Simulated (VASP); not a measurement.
# Sn (Im-3m) in VASP: a series of runs, part 3 of 3

VASP 6.6.1. The steps go on from the part before.

### Step 4. Single point, PBE

File INCAR:

```
SYSTEM = Sn
PREC     = Accurate       ! precision mode
ENCUT    = 500            ! plane-wave cutoff, eV
EDIFF    = 1E-6           ! SCF threshold, eV
ISMEAR   = 0              ! smearing method
SIGMA    = 0.1            ! smearing width, eV
LREAL    = .False.        ! projectors in reciprocal space
LASPH    = .True.         ! aspherical terms in the spheres
NELM     = 120            ! most SCF steps
ALGO     = Normal         ! electronic algorithm
ISIF     = 2              ! what is computed and relaxed
LWAVE    = .False.        ! write WAVECAR
LCHARG   = .False.        ! write CHGCAR
GGA      = PE             ! functional
NBANDS   = 13             ! bands
GGA_COMPAT= .False.
```

File KPOINTS:

```
Automatic mesh
0
Gamma
  6 6 6
  0 0 0
```

File POSCAR:

```
Sn
1.0
   -1.8946518192      1.8946518192      1.8946518192
    1.8946518192     -1.8946518192      1.8946518192
    1.8946518192      1.8946518192     -1.8946518192
Sn
1
Direct
   -0.1509836883     -0.1509668262     -0.2001797956
```

Potentials or basis: VASP PAW PBE potentials, release 64 (Sn_d).

Run with:

```console
> cat potpaw_PBE.64/Sn_d/POTCAR > POTCAR
> mpirun -np 1 vasp_std > vasp.out
```

OUTCAR:

```text
SYSTEM = Sn
   PREC = Accurate
   ENCUT = 500
   EDIFF = 1E-6
   ISMEAR = 0
   LREAL = .False.
   LASPH = .True.
   NELM = 120
   ISIF = 2
   GGA = PE

 ion  position               nearest neighbor table
   1  0.849  0.849  0.800-

  LATTYP: Found a body centered cubic cell.
 ALAT       =     3.7893036384

  Lattice vectors:

 A1 = (  -1.8946518192,   1.8946518192,   1.8946518192)
 A2 = (   1.8946518192,  -1.8946518192,   1.8946518192)
 A3 = (   1.8946518192,   1.8946518192,  -1.8946518192)

Analysis of symmetry for initial positions (statically):
=====================================================================
 Subroutine PRICEL returns:
 Original cell was already a primitive cell.

 Routine SETGRP: Setting up the symmetry group for a
 body centered cubic supercell.

 Subroutine GETGRP returns: Found 48 space group operations
 (whereof  1 operations were pure point group operations)
 out of a pool of 48 trial point group operations.

The static configuration has the point symmetry C_1 .
 The point group associated with its full space group is O_h .

Analysis of symmetry for dynamics (positions and initial velocities):
=====================================================================
 Subroutine PRICEL returns:
 Original cell was already a primitive cell.

 Routine SETGRP: Setting up the symmetry group for a
 body centered cubic supercell.

 Subroutine GETGRP returns: Found 48 space group operations
 (whereof  1 operations were pure point group operations)
 out of a pool of 48 trial point group operations.

The dynamic configuration has the point symmetry C_1 .
 The point group associated with its full space group is O_h .

 Subroutine INISYM returns: Found 48 space group operations
 (whereof  1 operations are pure point group operations),
 and found     1 'primitive' translations

----------------------------------------------------------------------------------------
[... 107 lines left out ...]
   GGA     = PE    functional components
   LHFCALC =     F    Hartree Fock is set to
   AEXX    =    0.0000 exact exchange contribution
   IVDW    =     0    specifies the selected vdW correction
   LEPSILON=     F    determine dielectric tensor
   LRPA    =     F    only Hartree local field effects (RPA)
 non-spin polarized calculation
 Gauss-broadening in eV      SIGMA  =   0.10
  energy-cutoff  :      500.00
  volume of cell :       27.20
 maximum number of plane-waves:       712
   NGX = 11   NGY = 11   NGZ = 11

 number of electron      14.0000000 magnetization

 Free energy of the ion-electron system (eV)
  ---------------------------------------------------
  ext. energy  EPLUGINS =         0.00000000
  ---------------------------------------------------
  free energy    TOTEN  =        -3.80118762 eV

  energy without entropy =       -3.79869093  energy(sigma->0) =       -3.79993928

 E-fermi :   8.2267     XC(G=0): -10.3632

 val. band max:        7.6718146317   @ k =   0.3333   0.1667   0.1667
 cond. band min:       8.2744193073   @ k =   0.5000   0.5000   0.3333
 fundamental gap:      0.6026046756
 Fermi energy:         8.2267256797

 k-point     1 :       0.0000    0.0000    0.0000
  band No.  band energies     occupation
      1     -13.4831      2.00000
      2     -13.4831      2.00000
      3     -13.4831      2.00000
      4     -13.3453      2.00000
      5     -13.3453      2.00000
      6      -2.9997      2.00000
      7      16.0408      0.00000
      8      16.0408      0.00000
      9      16.0408      0.00000
     10      20.1936      0.00000
     11      20.1936      0.00000
     12      20.1936      0.00000
     13      20.8047      0.00000
[... 226 lines left out ...]
  band No.  band energies     occupation
      1     -13.5028      2.00000
      2     -13.5028      2.00000
      3     -13.2825      2.00000
      4     -13.2825      2.00000
      5     -13.2825      2.00000
      6       5.6059      2.00000
      7       7.6042      2.00000
      8       7.6042      2.00000
      9       7.6042      2.00000
     10      11.9146      0.00000
     11      11.9146      0.00000
     12      26.2759      0.00000
     13      28.8950      0.00000

------------------------ aborting loop because EDIFF is reached ----------------------------------------

  FORCE on cell =-STRESS in cart. coord.  units (eV):
  Direction    XX          YY          ZZ          XY          YZ          ZX
  --------------------------------------------------------------------------------------
  -------------------------------------------------------------------------------------
  Total        0.1139608      0.1139608      0.1139608     -0.0000000      0.0000000      0.0000000
  in kB        6.7114754      6.7114754      6.7114754     -0.0000000      0.0000000      0.0000000
  external PRESSURE =       6.7114754 kB  Pullay stress =       0.0000000 kB

 VOLUME and BASIS-vectors are now :
 -----------------------------------------------------------------------------
  energy-cutoff  :      500.00
  volume of cell :       27.20
      direct lattice vectors                 reciprocal lattice vectors
    -1.894651819  1.894651819  1.894651819     0.000000000  0.263900731  0.263900731
     1.894651819 -1.894651819  1.894651819     0.263900731  0.000000000  0.263900731
     1.894651819  1.894651819 -1.894651819     0.263900731  0.263900731  0.000000000

 POSITION                                       TOTAL-FORCE (eV/Angst)
 -----------------------------------------------------------------------------------
      1.51541      1.51535      1.70183        -0.000000     -0.000000      0.000000
 -----------------------------------------------------------------------------------
    total drift:                                0.000028      0.000028      0.000008

  FREE ENERGIE OF THE ION-ELECTRON SYSTEM (eV)
  ---------------------------------------------------
  free  energy   TOTEN  =        -3.8011876223 eV

  energy  without entropy=       -3.7986909337  energy(sigma->0) =       -3.79993928
```

OSZICAR:

```text
N       E                     dE             d eps       ncg     rms          rms(c)
DAV:   1     0.727535592512E+02    0.72754E+02   -0.62921E+03   421   0.155E+03
DAV:   2     0.591134426068E+00   -0.72162E+02   -0.69754E+02   436   0.302E+02
DAV:   3    -0.372394874313E+01   -0.43151E+01   -0.43060E+01   504   0.659E+01
DAV:   4    -0.381088926663E+01   -0.86941E-01   -0.86925E-01   517   0.100E+01
DAV:   5    -0.381397027579E+01   -0.30810E-02   -0.30808E-02   494   0.189E+00    0.133E+00
DAV:   6    -0.380439263314E+01    0.95776E-02   -0.10879E-02   536   0.176E+00    0.735E-01
DAV:   7    -0.380130693565E+01    0.30857E-02   -0.64859E-03   519   0.132E+00    0.104E-01
DAV:   8    -0.380118278442E+01    0.12415E-03   -0.57048E-04   511   0.382E-01    0.221E-02
DAV:   9    -0.380118638040E+01   -0.35960E-05   -0.96228E-06   509   0.314E-02    0.154E-02
DAV:  10    -0.380118760766E+01   -0.12273E-05   -0.16459E-06   481   0.121E-02    0.117E-03
DAV:  11    -0.380118762226E+01   -0.14594E-07   -0.28280E-08   273   0.182E-03
   1 F= -.38011876E+01 E0= -.37999393E+01  d E =-.249669E-02
```

stdout:

```text
POSCAR found type information on POSCAR Sn
 POSCAR found :  1 types and       1 ions
 scaLAPACK will be used
 LDA part: xc-table for (Slater+PW92), standard interpolation
 POSCAR, INCAR and KPOINTS ok, starting setup
 FFT: planning ... GRIDC
 FFT: planning ... GRID_SOFT
 FFT: planning ... GRID
 WAVECAR not read
 entering main loop
```

Run time: 4.8 s. Hardware: 1 thread of AMD EPYC 9R45 (Zen 5), shared host; peak memory 0.1 GiB.

What came out:

| Item | Value |
| --- | --- |
| Free energy | -3.8012 eV |
| Pressure | 0.7 GPa |
| Band gap on the k mesh | zero (band 7 reaches 16.04 eV, above the bottom of band 8 at 5.62 eV) |

Caveat: the k points lie up to 0.39 Å⁻¹ apart; spin-orbit coupling is left out, which moves the levels of the heavy elements.

### Step 5. Summary

| cell | cutoff (eV) | gap on the mesh (eV) | pressure (GPa) |
| --- | --- | --- | --- |
| a = 3.282 Å, angles 109.5°, 1 atom | 520 | none | 0.5 |
| a = 3.398 Å, angles 109.5°, 1 atom | 520 | none | -3.7 |
| a = 3.282 Å, angles 109.5°, 1 atom | 500 | none | 0.7 |

Alike in all rows: task single point; level PBE; potentials or basis VASP PAW PBE potentials, release 64 (Sn_d); no spin polarisation; k mesh 6 × 6 × 6; smearing gaussian 0.1 eV.

Caveats: all runs use coarse meshes; spin-orbit coupling is left out, which moves the levels of the heavy elements.

Absolute energies hang on the potentials; compare differences alone.
